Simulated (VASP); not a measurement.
# Fe (I4/mmm) in VASP: further runs, part 2 of 2

VASP 6.6.1. Earlier steps stand in the parts before.

## 3. Relaxation of cell and atoms, PBEsol

INCAR

```
  ALGO = Normal
  EDIFF = 1E-7
  EDIFFG = -0.04
  ENCUT = 600
  GGA = PS
  IBRION = 2
  ISIF = 3
  ISMEAR = 0
  LASPH = T
  LCHARG = F
  LREAL = F
  LWAVE = F
  NELM = 100
  NSW = 90
  PREC = Accurate
  SIGMA = 0.1
```

KPOINTS

```
k-points
0
Gamma
  10 10 10
```

POSCAR

```
Fe
1.0
   -1.2253268225      1.2253268225      3.6270946917
    1.2253268225     -1.2253268225      3.6270946917
    1.2253268225      1.2253268225     -3.6270946917
Fe
2
Direct
    0.8518367000      0.8518367000      0.0000000000
    0.1481633000      0.1481633000      0.0000000000
```

Potentials or basis: VASP PAW PBE potentials, release 64 (Fe).

Started as:

```bash
$ cat potpaw_PBE.64/Fe/POTCAR > POTCAR
$ mpirun -np 1 vasp_std > vasp.out
```

OUTCAR:

```text
EDIFF = 1E-7
   EDIFFG = -0.04
   ENCUT = 600
   GGA = PS
   IBRION = 2
   ISIF = 3
   ISMEAR = 0
   LASPH = T
   LREAL = F
   NELM = 100
   NSW = 90
   PREC = Accurate

 ion  position               nearest neighbor table
   1  0.852  0.852  0.000-   2 2.15   2 2.28   2 2.28   2 2.28   2 2.28
   2  0.148  0.148  0.000-   1 2.15   1 2.28   1 2.28   1 2.28   1 2.28

  LATTYP: Found a body centered tetragonal cell.
 ALAT       =     2.4506536450
 C/A-ratio  =     2.9601038883

  Lattice vectors:

 A1 = (  -1.2253268225,   1.2253268225,   3.6270946917)
 A2 = (   1.2253268225,  -1.2253268225,   3.6270946917)
 A3 = (   1.2253268225,   1.2253268225,  -3.6270946917)

Analysis of symmetry for initial positions (statically):
=====================================================================
 Subroutine PRICEL returns:
 Original cell was already a primitive cell.

 Routine SETGRP: Setting up the symmetry group for a
 body centered tetragonal supercell.

 Subroutine GETGRP returns: Found 16 space group operations
 (whereof 16 operations were pure point group operations)
 out of a pool of 16 trial point group operations.

The static configuration has the point symmetry D_4h.

Analysis of symmetry for dynamics (positions and initial velocities):
=====================================================================
 Subroutine PRICEL returns:
 Original cell was already a primitive cell.

[... 232 lines left out ...]
  ext. energy  EPLUGINS =         0.00000000
  ---------------------------------------------------
  free energy    TOTEN  =       -17.00136958 eV

  energy without entropy =      -16.99038821  energy(sigma->0) =      -16.99587889

 E-fermi :   6.0451     XC(G=0): -13.4574

 val. band max:        6.0404790887   @ k =   0.4000   0.3000   0.1000
 cond. band min:       6.0495793025   @ k =   0.4000   0.2000   0.1000
 fundamental gap:      0.0091002139
 Fermi energy:         6.0451475106

 k-point     1 :       0.0000    0.0000    0.0000
  band No.  band energies     occupation
      1      -2.3945      2.00000
      2       1.9650      2.00000
      3       2.2340      2.00000
      4       4.0081      2.00000
      5       4.1019      2.00000
      6       5.1802      2.00000
      7       5.1802      2.00000
      8       5.8731      1.98503
      9       5.9516      1.81412
     10       5.9516      1.81412
     11       7.1608      0.00000
     12       9.4257      0.00000
[... 331 lines left out ...]
 k-point    24 :       0.4000    0.3000   -0.0000
  band No.  band energies     occupation
      1       2.0307      2.00000
      2       2.2325      2.00000
      3       2.4473      2.00000
      4       2.7822      2.00000
      5       4.1287      2.00000
      6       4.8337      2.00000
      7       5.1243      2.00000
      8       6.0836      0.58704
      9       7.0423      0.00000
     10       7.2956      0.00000
     11       9.3750      0.00000
     12      12.2198      0.00000

 [... further k-points ...]

------------------------ aborting loop because EDIFF is reached ----------------------------------------

  FORCE on cell =-STRESS in cart. coord.  units (eV):
  Direction    XX          YY          ZZ          XY          YZ          ZX
  --------------------------------------------------------------------------------------
  -------------------------------------------------------------------------------------
  Total        0.0511532      0.0511532     -0.0172891      0.0000000      0.0000000      0.0000000
  in kB        3.7766540      3.7766540     -1.2764540      0.0000000      0.0000000      0.0000000
  external PRESSURE =       2.0922846 kB  Pullay stress =       0.0000000 kB
[... 17 lines left out ...]
  FREE ENERGIE OF THE ION-ELECTRON SYSTEM (eV)
  ---------------------------------------------------
  free  energy   TOTEN  =       -17.0013695806 eV

  energy  without entropy=      -16.9903882080  energy(sigma->0) =      -16.99587889

 reached required accuracy - stopping structural energy minimisation
```

OSZICAR:

```text
N       E                     dE             d eps       ncg     rms          rms(c)
DAV:   1     0.910618829836E+02    0.91062E+02   -0.81385E+03  2448   0.194E+03
DAV:   2    -0.156849307214E+02   -0.10675E+03   -0.97871E+02  2484   0.312E+02
DAV:   3    -0.197672460938E+02   -0.40823E+01   -0.35607E+01  2920   0.804E+01
[... 23 lines left out ...]
DAV:   4    -0.170013704469E+02    0.67524E-04   -0.42661E-05  2568   0.715E-02    0.121E-02
DAV:   5    -0.170013689437E+02    0.15032E-05   -0.64027E-06  2744   0.391E-02    0.254E-03
DAV:   6    -0.170013692897E+02   -0.34600E-06   -0.26801E-07  2280   0.967E-03    0.143E-03
DAV:   7    -0.170013695896E+02   -0.29994E-06   -0.19565E-08  1272   0.242E-03    0.797E-05
DAV:   8    -0.170013695806E+02    0.90306E-08   -0.31102E-09  1252   0.996E-04
   3 F= -.17001370E+02 E0= -.16995879E+02  d E =-.355020E-03
```

CONTCAR:

```text
Fe
   1.00000000000000
    -1.2246422748207804    1.2246422748207804    3.6174131248504122
     1.2246422748207804   -1.2246422748207804    3.6174131248504122
     1.2246422748207804    1.2246422748207804   -3.6174131248504122
  Fe
     2
Direct
     0.8518831843483714    0.8518831843483714    0.0000000000000000
     0.1481168156516287    0.1481168156516287    0.0000000000000000

  0.00000000E+00  0.00000000E+00  0.00000000E+00
  0.00000000E+00  0.00000000E+00  0.00000000E+00
```

It took 43 s on 1 thread of Intel Xeon 6975P-C (Granite Rapids), shared host; peak memory 0.19 GiB.

Results:

| Quantity | Value |
| --- | --- |
| Free energy | -17.0014 eV |
| Relaxed volume | 10.85 Å³/atom |
| Relaxed cell | a = 4.011 Å, b = 4.011 Å, c = 4.011 Å, α = 144.44°, β = 144.44°, γ = 51.17° |
| Space group after relaxing (to 0.05 Å) | I4/mmm (No. 139) |
| Energy gained by relaxing | 0.2 meV/atom |
| Ionic steps | 3 |
| Pressure after relaxing | 0.2 GPa |
| Largest force after relaxing | 0.015 eV/Å |
| Band gap on the k mesh | zero (band 8 reaches 7.30 eV, above the bottom of band 9 at 5.18 eV) |

Forces on the atoms (eV/Å):
```
Fe   0.000  0.000  0.015
Fe   0.000  0.000 -0.015
```

Stress tensor (GPa, compression positive):
```
 0.38  0.00  0.00
 0.00  0.38  0.00
 0.00  0.00 -0.13
```

The path:
| step | energy change (eV) | largest force (eV/Å) | pressure (GPa) | volume (Å³) |
| --- | --- | --- | --- | --- |
| 1 | 0.0000 | 0.0151 | -0.83 | 21.78 |
| 2 | 0.0001 | 0.0151 | 1.39 | 21.61 |
| 3 | -0.0004 | 0.0154 | 0.21 | 21.70 |

Final structure:
```
CELL_PARAMETERS angstrom
-1.22464 1.22464 3.61741
1.22464 -1.22464 3.61741
1.22464 1.22464 -3.61741
ATOMIC_POSITIONS crystal
Fe 0.85188 0.85188 0.00000
Fe 0.14812 0.14812 0.00000
```

Caveat: the k points lie up to 0.36 Å⁻¹ apart in the final cell; the PAW data sets were made with another functional, which shifts forces and pressure a little; the run has no spin polarisation, though such a crystal can be magnetic. Spin polarisation is off, so any magnetic state and its effect on volume and gap are missing.

## 4. Single point, PBEsol, collinear spin, ferromagnetic start

This run uses another cell than the first one: it holds 1 atom, not 2.

INCAR

```
SYSTEM = Fe
  ALGO = Normal
  EDIFF = 1E-6
  ENCUT = 520
  GGA = PS
  ISIF = 2
  ISMEAR = 0
  ISPIN = 2
  LASPH = .TRUE.
  LCHARG = .FALSE.
  LMAXMIX = 4
  LORBIT = 11
  LREAL = .FALSE.
  LWAVE = .FALSE.
  MAGMOM = 2.88
  NBANDS = 14
  NELM = 150
  PREC = Accurate
  SIGMA = 0.1
```

KPOINTS

```
k-points
0
G
  10 10 10
  0 0 0
```

POSCAR

```
Fe
1.0
   -1.1863041842      1.1863041842      1.9707886725
    1.1863041842     -1.1863041842      1.9707886725
    1.1863041842      1.1863041842     -1.9707886725
Fe
1
Direct
    0.0000000000      0.0000000000      0.0000000000
```

Started as:

```bash
$ cat potpaw_PBE.64/Fe/POTCAR > POTCAR
$ mpirun -np 1 vasp_std > vasp.out
```

It took 20 s on 1 thread of Intel Xeon 6975P-C, shared host; peak memory 0.15 GiB.

It converged, with:

```yaml
Free_energy: -8.7858 eV
Pressure: 0.1 GPa
Net_moment: 2.24 μB per cell
Site_moments: Fe +2.22 μB
Valence_electrons_inside_the_program's_atomic_spheres: Fe 7.34
```

Stress tensor (GPa, compression positive):
```
-0.29  0.00  0.00
 0.00 -0.29  0.00
 0.00  0.00  0.83
```

Levels at points of the mesh, in eV from the Fermi level:
Spin up:
| k point | band 2 | band 3 | band 4 | band 5 | band 6 | band 7 | band 8 | band 9 |
| --- | --- | --- | --- | --- | --- | --- | --- | --- |
| (0.00, 0.00, 0.00) | -3.03 | -1.95 | -1.95 | -1.89 | -0.74 | 22.95 | 25.01 | 28.17 |
| (0.50, 0.00, 0.00) | -2.98 | -2.08 | -0.44 | -0.06 | 0.05 | 6.98 | 18.88 | 24.77 |
| (0.50, 0.50, 0.00) | -4.53 | -0.48 | -0.39 | 0.79 | 4.05 | 11.49 | 13.72 | 14.21 |
| (0.50, 0.50, 0.50) | -4.38 | -0.32 | -0.04 | -0.04 | 0.42 | 7.61 | 17.61 | 17.61 |
Spin down:
| k point | band 1 | band 2 | band 3 | band 4 | band 5 | band 6 |
| --- | --- | --- | --- | --- | --- | --- |
| (0.00, 0.00, 0.00) | -8.46 | -1.40 | 0.31 | 0.31 | 0.37 | 2.10 |
| (0.50, 0.00, 0.00) | -3.84 | -1.09 | 0.19 | 0.42 | 2.15 | 2.39 |
| (0.50, 0.50, 0.00) | -3.64 | -2.76 | 1.99 | 2.14 | 2.77 | 4.40 |
| (0.50, 0.50, 0.50) | -3.89 | -2.95 | 0.72 | 2.49 | 2.49 | 2.58 |

Caveat: the k points lie up to 0.37 Å⁻¹ apart; the PAW data sets were made with another functional, which shifts forces and pressure a little.

## 5. Overview

| task | spin | cell | cutoff (eV) | gap on the mesh (eV) | pressure (GPa) | largest force (eV/Å) |
| --- | --- | --- | --- | --- | --- | --- |
| single point | off | a = 4.018 Å, angles 144.5, 144.5, 51.1°, 2 atoms | 520 | none | -0.7 | 0.03 |
| relaxation of cell and atoms | off | relaxed from a = 4.020 Å, angles 144.5, 144.5, 51.1°, 2 atoms | 600 | none | 0.2 | 0.02 |
| single point | collinear, ferromagnetic start | a = 2.588 Å, angles 125.4, 125.4, 80.8°, 1 atom | 520 | none | 0.1 | - |

Alike in all rows: level PBEsol; potentials or basis VASP PAW PBE potentials, release 64 (Fe); k mesh 10 × 10 × 10; smearing gaussian 0.1 eV.

Caveats: all runs use coarse meshes; the PAW data sets were made with another functional, which shifts forces and pressure a little.

Absolute energies hang on the potentials; compare differences alone.
